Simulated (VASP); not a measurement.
Write the native input for VASP 6.6.1 that does the following.

| Quantity | Value |
| --- | --- |
| Task | single point |
| Functional | PBE |
| Potentials or basis | VASP PAW PBE potentials, release 64 (Ge_d) |
| Cutoff | 520 eV |
| k mesh | 9 × 6 × 17 |
| Occupations | gaussian, width 0.1 eV |
| Spin | no spin polarisation |
| Dipole correction | no |
| Further INCAR settings | ALGO = Normal; EDIFF = 1e-07; NBANDS = 21; ISYM = 0 |

The structure of Ge lies in POSCAR:

```
Ge
1.0
    4.0736936901      0.0000000000      0.0000000000
    0.0000000000      5.7610728656      0.0000000000
    2.0368468451      2.8805364328      2.0368468451
Ge
2
Direct
    0.0000000000      0.0000000000      0.0000000000
    0.5000000000      0.2500000000      0.0000000000
```

The input as run:

INCAR

```
SYSTEM = Ge
ALGO = Normal
EDIFF = 1E-7
ENCUT = 520
GGA = PE
ISIF = 2
ISMEAR = 0
ISYM = 0
LASPH = .True.
LCHARG = .False.
LREAL = .False.
LWAVE = .False.
NBANDS = 21
NELM = 60
PREC = Accurate
SIGMA = 0.1
```

KPOINTS

```
k-points
0
Gamma
  9 6 17
  0 0 0
```

Potentials or basis: VASP PAW PBE potentials, release 64 (Ge_d).

Command:

```console
$ cat potpaw_PBE.64/Ge_d/POTCAR > POTCAR
$ mpirun -np 1 vasp_std > vasp.out
```

Results of the run:

| Quantity | Value |
| --- | --- |
| Pressure | 0.0 GPa |
| Band gap on the k mesh | zero (filled and empty bands touch) |

Caveat: semilocal functionals underestimate gaps, and a narrow one can read as zero.

It took 9.9 min on 1 thread of Intel(R) Xeon(R) Platinum 8375C CPU @ 2.90GHz (Ice Lake) (shared host), peak memory 0.47 GiB.
